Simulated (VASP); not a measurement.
A run of VASP 6.6.1 is set up as follows.

The input INCAR:

```
SYSTEM = Cd
PREC     = Accurate       ! precision mode
ENCUT    = 520            ! plane-wave cutoff, eV
EDIFF    = 1E-7           ! SCF threshold, eV
ISMEAR   = 0              ! smearing method
SIGMA    = 0.1            ! smearing width, eV
LREAL    = .FALSE.        ! projectors in reciprocal space
LASPH    = .TRUE.         ! aspherical terms in the spheres
NELM     = 100            ! most SCF steps
ALGO     = Fast           ! electronic algorithm
ISIF     = 2              ! what is computed and relaxed
LWAVE    = .FALSE.        ! write WAVECAR
LCHARG   = .FALSE.        ! write CHGCAR
GGA      = PE             ! functional
NBANDS   = 12             ! bands
```

The input KPOINTS:

```
regular mesh
0
G
  20 20 20
  0 0 0
```

The input POSCAR:

```
Cd
1.0
    2.6057610278     -1.6550607899      0.0512349197
    2.6057610278      1.6550607899      0.0512349197
   -1.5613713467      0.0000000000      2.7967422131
Cd
1
Direct
    0.0000000000      0.0000000000      0.5000000000
```

Potentials or basis: VASP PAW PBE potentials, release 64 (Cd).

The run is started by

```bash
$ cat potpaw_PBE.64/Cd/POTCAR > POTCAR
$ mpirun -np 1 vasp_std > vasp.out
```

**Question.** What does it give for the pressure?

**Answer.** -1.6 GPa.

**Question.** Estimate the band gap on the k mesh.

**Answer.** Zero (bands 6 and 7 overlap by 3.98 eV).

Stress tensor (GPa, compression positive):
```
-1.55  0.00  0.00
 0.00 -1.68  0.00
 0.00  0.00 -1.69
```
